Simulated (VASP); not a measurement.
## AlN: single point with PBE

The system is AlN.

```
Al N
1.0
     3.21843    0.00000    0.00000
    -1.60921    2.78724    0.00000
     0.00000    0.00000    4.93345
Al N
2 2
Direct
  0.66667 0.33333 0.99783
  0.33333 0.66667 0.49783
  0.66667 0.33333 0.38717
  0.33333 0.66667 0.88717
```

| Quantity | Value |
| --- | --- |
| Program | VASP 6.6.1 |
| Task | single point |
| Functional | PBE |
| Potentials or basis | VASP PAW PBE potentials, release 64 (Al, N) |
| Cutoff | 520 eV |
| k mesh | 9 × 9 × 6 |
| Occupations | gaussian, width 0.02 eV |
| Spin | no spin polarisation |

```
Pressure               : -7.7 GPa
Band gap on the k mesh : 3.49 eV, direct
```

Stress tensor (GPa, compression positive):
```
-11.45   0.00   0.00
  0.00 -11.45   0.00
  0.00   0.00  -0.15
```

Levels at points of the mesh, in eV from the valence-band top:
| k point | band 6 | band 7 | band 8 | band 9 | band 10 | band 11 |
| --- | --- | --- | --- | --- | --- | --- |
| (0.00, 0.00, 0.00) | -0.51 | -0.51 | 0.00 | 3.49 | 5.56 | 10.10 |
| (0.00, 0.00, 0.50) | -0.90 | -0.90 | -0.90 | 5.63 | 5.63 | 9.81 |

It took 20 s on 1 thread of Intel(R) Xeon(R) Platinum 8259CL CPU @ 2.50GHz (Skylake/Cascade Lake), with other jobs on the host, peak memory 0.17 GiB.

PBE gaps usually lie below the measured ones, often by a third to a half.
